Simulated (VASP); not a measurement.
Write the native input for VASP 6.6.1 that does the following.

```
Task                   : single point
Functional             : PBE
Potentials or basis    : VASP PAW PBE potentials, release 64 (P)
Cutoff                 : 520 eV
k mesh                 : 22 × 22 × 22
Occupations            : gaussian, width 0.1 eV
Spin                   : no spin polarisation
Dipole correction      : no
Further INCAR settings : ALGO = Normal; EDIFF = 1e-06; NBANDS = 8
```

The structure of P lies in POSCAR:

```
P
1.0
    2.3688356824      0.0000000000      0.0000000000
    0.0000000000      2.3688356824      0.0000000000
    0.0000000000      0.0000000000      2.3688356824
P
1
Direct
    0.0000000000      0.0000000000      0.0000000000
```

This cell differs from its parent crystal: volume scaled by 0.91.

One way to write it, as run:

INCAR

```
PREC = Accurate
ENCUT = 520
EDIFF = 1E-6
ISMEAR = 0
SIGMA = 0.1
LREAL = False
LASPH = True
NELM = 80
ALGO = Normal
ISIF = 2
LWAVE = False
LCHARG = False
GGA = PE
NBANDS = 8
```

KPOINTS

```
Automatic mesh
0
Gamma
  22 22 22
```

Potentials or basis: VASP PAW PBE potentials, release 64 (P).

Run with:

```bash
$ cat potpaw_PBE.64/P/POTCAR > POTCAR
$ mpirun -np 1 vasp_std > vasp.out
```

Results of the run:

```json
{
  "Pressure": "13.0 GPa"
}
```

It took 12 s on 1 thread of Intel(R) Xeon(R) Platinum 8488C (Sapphire Rapids), with other jobs on the host, peak memory 0.13 GiB.
